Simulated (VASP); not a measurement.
# OsPdC4N4 (P-43m) in VASP: single point with PBE

Aim: the single point of OsPdC4N4 with PBE.

Program: VASP 6.6.1. These are calculated values, not measurements. Logs are shortened: lines on timing, memory, paths and dates and some standing lists are left out, and cuts for length are marked.

### 1 The cell of the first run

The structure is cubic, space group P-43m (No. 215). Conventional cell: a = 5.965 Å, b = 5.965 Å, c = 5.965 Å, α = 90.00°, β = 90.00°, γ = 90.00°. Pd (site symmetry -43m) has 4 N at 2.06 Å within 2.7 Å. Os (site symmetry -43m) has 4 C at 1.92 Å within 2.5 Å. C (site symmetry 3m) has 1 N at 1.19 Å within 1.6 Å. Within 1.6 Å of N (site symmetry 3m) lie 1 C at 1.19 Å.

### 2 Single point, PBE, collinear spin

Contents of INCAR:

```
SYSTEM = OsPdC4N4
PREC = Accurate ; ENCUT = 700
EDIFF = 1E-6 ; ISMEAR = 0
SIGMA = 0.1 ; LREAL = .False.
LASPH = .True. ; NELM = 200
ALGO = Normal ; ISIF = 2
LWAVE = .False. ; LCHARG = .True.
ISPIN = 2 ; MAGMOM = 0 1 0 0 0 0 0 0 0 0
LORBIT = 11 ; LMAXMIX = 4
GGA = PE ; LELF = .True.
LVHAR = .True. ; NBANDS = 50
GGA_COMPAT = .False.
```

Contents of KPOINTS:

```
regular mesh
0
Gamma
  4 4 4
  0 0 0
```

Contents of POSCAR:

```
OsPdC4N4
1.0
    5.9646158655      0.0000000000      0.0000000000
    0.0000000000      5.9646158655      0.0000000000
    0.0000000000      0.0000000000      5.9646158655
Pd Os C N
1 1 4 4
Direct
    0.5000000000      0.5000000000      0.5000000000
    0.0000000000      0.0000000000      0.0000000000
    0.1857230853      0.1857230853      0.1857230853
    0.1857230853      0.8142769147      0.8142769147
    0.8142769147      0.1857230853      0.8142769147
    0.8142769147      0.8142769147      0.1857230853
    0.3005482740      0.3005482740      0.3005482740
    0.3005482740      0.6994517260      0.6994517260
    0.6994517260      0.3005482740      0.6994517260
    0.6994517260      0.6994517260      0.3005482740
```

Potentials or basis: VASP PAW PBE potentials, release 64 (Pd_sv_GW, Os_sv_GW, C, N).

On the command line:

```console
$ cat potpaw_PBE.64/Pd_sv_GW/POTCAR potpaw_PBE.64/Os_sv_GW/POTCAR potpaw_PBE.64/C/POTCAR potpaw_PBE.64/N/POTCAR > POTCAR
$ mpirun -np 1 vasp_std > vasp.out
```

OUTCAR:

```text
SYSTEM = OsPdC4N4
   PREC = Accurate
   ENCUT = 700
   EDIFF = 1E-6
   ISMEAR = 0
   LREAL = .False.
   LASPH = .True.
   NELM = 200
   ISIF = 2
   ISPIN = 2
   LORBIT = 11
   GGA = PE

 ion  position               nearest neighbor table
   1  0.500  0.500  0.500-   7 2.06   8 2.06   9 2.06  10 2.06
   2  0.000  0.000  0.000-   3 1.92   4 1.92   5 1.92   6 1.92
   3  0.186  0.186  0.186-   7 1.19   2 1.92
   4  0.186  0.814  0.814-   8 1.19   2 1.92
   5  0.814  0.186  0.814-   9 1.19   2 1.92
   6  0.814  0.814  0.186-  10 1.19   2 1.92
   7  0.301  0.301  0.301-   3 1.19   1 2.06
   8  0.301  0.699  0.699-   4 1.19   1 2.06
   9  0.699  0.301  0.699-   5 1.19   1 2.06
  10  0.699  0.699  0.301-   6 1.19   1 2.06

  LATTYP: Found a simple cubic cell.
 ALAT       =     5.9646158655

  Lattice vectors:

 A1 = (   5.9646158655,   0.0000000000,   0.0000000000)
 A2 = (   0.0000000000,   5.9646158655,   0.0000000000)
 A3 = (   0.0000000000,   0.0000000000,   5.9646158655)

Analysis of symmetry for initial positions (statically):
=====================================================================
 Subroutine PRICEL returns:
 Original cell was already a primitive cell.

 Routine SETGRP: Setting up the symmetry group for a
 simple cubic supercell.

 Subroutine GETGRP returns: Found 24 space group operations
 (whereof 24 operations were pure point group operations)
 out of a pool of 48 trial point group operations.

The static configuration has the point symmetry T_d .

Analysis of symmetry for dynamics (positions and initial velocities):
=====================================================================
 Subroutine PRICEL returns:
 Original cell was already a primitive cell.

 Routine SETGRP: Setting up the symmetry group for a
 simple cubic supercell.

 Subroutine GETGRP returns: Found 24 space group operations
 (whereof 24 operations were pure point group operations)
 out of a pool of 48 trial point group operations.

The dynamic configuration has the point symmetry T_d .

Analysis of structural, dynamic, and magnetic symmetry:
=====================================================================
 Subroutine PRICEL returns:
 Original cell was already a primitive cell.

 Routine SETGRP: Setting up the symmetry group for a
 simple cubic supercell.

 Subroutine GETGRP returns: Found 24 space group operations
 (whereof 24 operations were pure point group operations)
 out of a pool of 48 trial point group operations.

The overall configuration has the point symmetry T_d .

 Subroutine INISYM returns: Found 24 space group operations
 (whereof 24 operations are pure point group operations),
 and found     1 'primitive' translations

----------------------------------------------------------------------------------------

                                     Primitive cell

  volume of cell :     212.2010

  direct lattice vectors                    reciprocal lattice vectors
     5.964615865  0.000000000  0.000000000     0.167655390  0.000000000  0.000000000
     0.000000000  5.964615865  0.000000000     0.000000000  0.167655390  0.000000000
     0.000000000  0.000000000  5.964615865     0.000000000  0.000000000  0.167655390

  length of vectors
     5.964615865  5.964615865  5.964615865     0.167655390  0.167655390  0.167655390

  position of ions in fractional coordinates (direct lattice)
     0.500000000  0.500000000  0.500000000
     0.000000000  0.000000000  0.000000000
[... 56 lines left out ...]
  0.250000  0.250000  0.250000      8.000000
  0.500000  0.250000  0.250000     12.000000
  0.500000  0.500000  0.250000      6.000000
  0.500000  0.500000  0.500000      1.000000
   k-points           NKPTS =     10   k-points in BZ     NKDIM =     10   number of bands    NBANDS=     50
   number of dos      NEDOS =    301   number of ions     NIONS =     10
   total plane-waves  NPLWV = 157464
   dimension x,y,z NGX =    54 NGY =   54 NGZ =   54
   dimension x,y,z NGXF=   108 NGYF=  108 NGZF=  108
   ions per type =               1   1   4   4
   NGX,Y,Z   is equivalent  to a cutoff of  15.05, 15.05, 15.05 a.u.
   NGXF,Y,Z  is equivalent  to a cutoff of  30.10, 30.10, 30.10 a.u.
 SYSTEM =  OsPdC4N4
   PREC   = accura    normal or accurate (medium, high low for compatibility)
   ISTART =      0    job   : 0-new  1-cont  2-samecut
   ICHARG =      2    charge: 1-file 2-atom 10-const
   ISPIN  =      2    spin polarized calculation?
   LNONCOLLINEAR =      F non collinear calculations
   LSORBIT =      F    spin-orbit coupling
   LASPH  =      T    aspherical Exc in radial PAW
   ENCUT  =  700.0 eV  51.45 Ry    7.17 a.u.  12.87 12.87 12.87*2*pi/ulx,y,z
   NELM   =    200;   NELMIN=  2; NELMDL= -5     # of ELM steps
   EDIFF  = 0.1E-05   stopping-criterion for ELM
   LREAL  =      F    real-space projection
[... 7 lines left out ...]
   TEBEG  =    0.0;   TEEND  =   0.0 temperature during run
   PSTRESS=    0.0 pullay stress
   NELECT =      70.0000    total number of electrons
   NUPDOWN=      -1.0000    fix difference up-down
   EMIN   =  10.00;   EMAX   =-10.00  energy-range for DOS
   EFERMI =   0.00;   METHOD = LEGACY
   ISMEAR =     0;   SIGMA  =   0.10  broadening in eV -4-tet -1-fermi 0-gaus
   EFERMI_NEDOS =   21; number of points for ismear=-14 and -15
   IALGO  =     38    algorithm
   IMIX   =      4    mixing-type and parameters
     AMIX     =   0.40;   BMIX     =  1.00
     AMIX_MAG =   1.60;   BMIX_MAG =  1.00
  volume/ion in A,a.u.               =      21.22       143.20
  Fermi-wavevector in a.u.,A,eV,Ry     =   1.131163  2.137587 17.409046  1.279529
  Thomas-Fermi vector in A             =   2.267861
   LORBIT       =     11    0 simple, 1 ext, 2 COOP (PROOUT), +10 PAW based schemes
   GGA     = PE    functional components
   LHFCALC =     F    Hartree Fock is set to
   AEXX    =    0.0000 exact exchange contribution
   IVDW    =     0    specifies the selected vdW correction
   LEPSILON=     F    determine dielectric tensor
   LRPA    =     F    only Hartree local field effects (RPA)
 spin polarized calculation
 Gauss-broadening in eV      SIGMA  =   0.10
  energy-cutoff  :      700.00
  volume of cell :      212.20
 maximum number of plane-waves:      9008
 NGX is ok and might be reduce to    54
   NGX = 25   NGY = 25   NGZ = 25

 number of electron      69.9999993 magnetization      -0.0000049

 number of electron      69.9999993 magnetization       0.0000048

 Free energy of the ion-electron system (eV)
  ---------------------------------------------------
  ext. energy  EPLUGINS =         0.00000000
  ---------------------------------------------------
  free energy    TOTEN  =       -79.07592801 eV

  energy without entropy =      -79.07531096  energy(sigma->0) =      -79.07561948

 E-fermi :  -0.1958     XC(G=0):  -7.3859

 val. band max:       -0.3649603544   @ k =   0.5000   0.0000   0.0000
 cond. band min:      -0.0249498220   @ k =   0.0000   0.0000   0.0000
 fundamental gap:      0.3400105324
 Fermi energy:        -0.1957622498

 spin component 1

 k-point     1 :       0.0000    0.0000    0.0000
  band No.  band energies     occupation
      1     -87.1771      1.00000
      2     -84.3734      1.00000
      3     -50.0941      1.00000
      4     -50.0941      1.00000
      5     -50.0941      1.00000
      6     -46.6119      1.00000
[... 489 lines left out ...]
     46       5.5553      0.00000
     47       6.5809      0.00000
 Fermi energy:        -0.1957622498

 spin component 2

 k-point     1 :       0.0000    0.0000    0.0000
  band No.  band energies     occupation
      1     -87.1771      1.00000
      2     -84.3734      1.00000
      3     -50.0941      1.00000
      4     -50.0941      1.00000
      5     -50.0941      1.00000
      6     -46.6120      1.00000
[... 489 lines left out ...]
     46       5.5553      0.00000
     47       6.5809      0.00000
 [bands above 47 left out]

------------------------ aborting loop because EDIFF is reached ----------------------------------------

  FORCE on cell =-STRESS in cart. coord.  units (eV):
  Direction    XX          YY          ZZ          XY          YZ          ZX
  --------------------------------------------------------------------------------------
  -------------------------------------------------------------------------------------
  Total        0.3715092      0.3715092      0.3715092      0.0000000      0.0000000     -0.0000000
  in kB        2.8049991      2.8049991      2.8049991      0.0000000      0.0000000     -0.0000000
  external PRESSURE =       2.8049991 kB  Pullay stress =       0.0000000 kB

 VOLUME and BASIS-vectors are now :
 -----------------------------------------------------------------------------
  energy-cutoff  :      700.00
  volume of cell :      212.20
      direct lattice vectors                 reciprocal lattice vectors
     5.964615865  0.000000000  0.000000000     0.167655390  0.000000000  0.000000000
     0.000000000  5.964615865  0.000000000     0.000000000  0.167655390  0.000000000
     0.000000000  0.000000000  5.964615865     0.000000000  0.000000000  0.167655390

 POSITION                                       TOTAL-FORCE (eV/Angst)
 -----------------------------------------------------------------------------------
      2.98231      2.98231      2.98231         0.000000     -0.000000      0.000000
      0.00000      0.00000      0.00000        -0.000000     -0.000000      0.000000
      1.10777      1.10777      1.10777        -0.136951     -0.136951     -0.136951
      1.10777      4.85685      4.85685        -0.136951      0.136951      0.136951
      4.85685      1.10777      4.85685         0.136951     -0.136951      0.136951
      4.85685      4.85685      1.10777         0.136951      0.136951     -0.136951
      1.79266      1.79266      1.79266         0.134058      0.134058      0.134058
      1.79266      4.17196      4.17196         0.134058     -0.134058     -0.134058
      4.17196      1.79266      4.17196        -0.134058      0.134058     -0.134058
      4.17196      4.17196      1.79266        -0.134058     -0.134058      0.134058
 -----------------------------------------------------------------------------------
    total drift:                               -0.000000     -0.000000      0.000000

  FREE ENERGIE OF THE ION-ELECTRON SYSTEM (eV)
  ---------------------------------------------------
  free  energy   TOTEN  =       -79.0759280088 eV

  energy  without entropy=      -79.0753109577  energy(sigma->0) =      -79.07561948

 total charge

# of ion       s       p       d       f       tot
--------------------------------------------------
    1        2.113   6.129   7.323   0.019  15.583
    2        3.621   6.104   5.352   0.194  15.272
    3        0.937   1.676   0.000   0.000   2.614
    4        0.937   1.676   0.000   0.000   2.614
    5        0.937   1.676   0.000   0.000   2.614
    6        0.937   1.676   0.000   0.000   2.614
    7        1.302   2.494   0.000   0.000   3.796
    8        1.302   2.494   0.000   0.000   3.796
    9        1.302   2.494   0.000   0.000   3.796
   10        1.302   2.494   0.000   0.000   3.796
--------------------------------------------------
tot         14.691  28.913  12.675   0.213  56.492

 magnetization (x)

# of ion       s       p       d       f       tot
--------------------------------------------------
    1        0.000   0.000  -0.000  -0.000  -0.000
    2       -0.000  -0.000   0.000   0.000   0.000
    3       -0.000   0.000   0.000   0.000   0.000
    4       -0.000   0.000   0.000   0.000   0.000
    5       -0.000   0.000   0.000   0.000   0.000
    6       -0.000   0.000   0.000   0.000   0.000
    7       -0.000  -0.000   0.000   0.000  -0.000
    8       -0.000  -0.000   0.000   0.000  -0.000
    9       -0.000  -0.000   0.000   0.000  -0.000
   10       -0.000  -0.000   0.000   0.000  -0.000
--------------------------------------------------
tot         -0.000   0.000  -0.000   0.000  -0.000
```

It took 11 min on 1 thread of Intel Xeon Platinum 8488C (Sapphire Rapids), shared host; peak memory 0.69 GiB.

What came out:

```yaml
Free_energy: -79.0759 eV
Pressure: 0.3 GPa
Largest_force: 0.237 eV/Å
Band_gap_on_the_k_mesh: 0.34 eV (least direct gap 0.57 eV)
Net_moment: 0.00 μB per cell
Valence_electrons_inside_the_program's_atomic_spheres: Pd 15.58; Os 15.27; C 2.61; N 3.80
```

Forces on the atoms (eV/Å):
```
Pd   0.000  0.000  0.000
Os   0.000  0.000  0.000
C   -0.137 -0.137 -0.137
C   -0.137  0.137  0.137
C    0.137 -0.137  0.137
C    0.137  0.137 -0.137
N    0.134  0.134  0.134
N    0.134 -0.134 -0.134
N   -0.134  0.134 -0.134
N   -0.134 -0.134  0.134
```

Levels at points of the mesh, in eV from the valence-band top:
Spin up:
```
           k point  band 32  band 33  band 34  band 35  band 36  band 37  band 38  band 39
(0.00, 0.00, 0.00)    -0.68    -0.56    -0.56    -0.56     0.34     0.34     0.34     4.64
(0.50, 0.00, 0.00)    -1.43    -0.75    -0.75     0.00     0.57     0.77     0.77     4.39
(0.50, 0.50, 0.00)    -1.42    -0.60    -0.60     0.00     0.62     0.67     0.67     4.45
(0.50, 0.50, 0.50)    -0.61    -0.38    -0.38    -0.38     0.38     0.38     0.38     4.54
```
Spin down:
| k point | band 31 | band 32 | band 33 | band 34 | band 35 | band 36 | band 37 | band 38 | band 39 | band 40 |
| --- | --- | --- | --- | --- | --- | --- | --- | --- | --- | --- |
| (0.00, 0.00, 0.00) | -0.68 | -0.68 | -0.56 | -0.56 | -0.56 | 0.34 | 0.34 | 0.34 | 4.64 | 4.64 |
| (0.50, 0.00, 0.00) | -1.54 | -1.43 | -0.75 | -0.75 | 0.00 | 0.57 | 0.77 | 0.77 | 4.39 | 4.39 |
| (0.50, 0.50, 0.00) | -1.53 | -1.42 | -0.60 | -0.60 | 0.00 | 0.62 | 0.67 | 0.67 | 4.45 | 4.45 |
| (0.50, 0.50, 0.50) | -0.61 | -0.61 | -0.38 | -0.38 | -0.38 | 0.38 | 0.38 | 0.38 | 4.54 | 4.54 |

Caveat: spin-orbit coupling is left out, which moves the levels of the heavy elements.
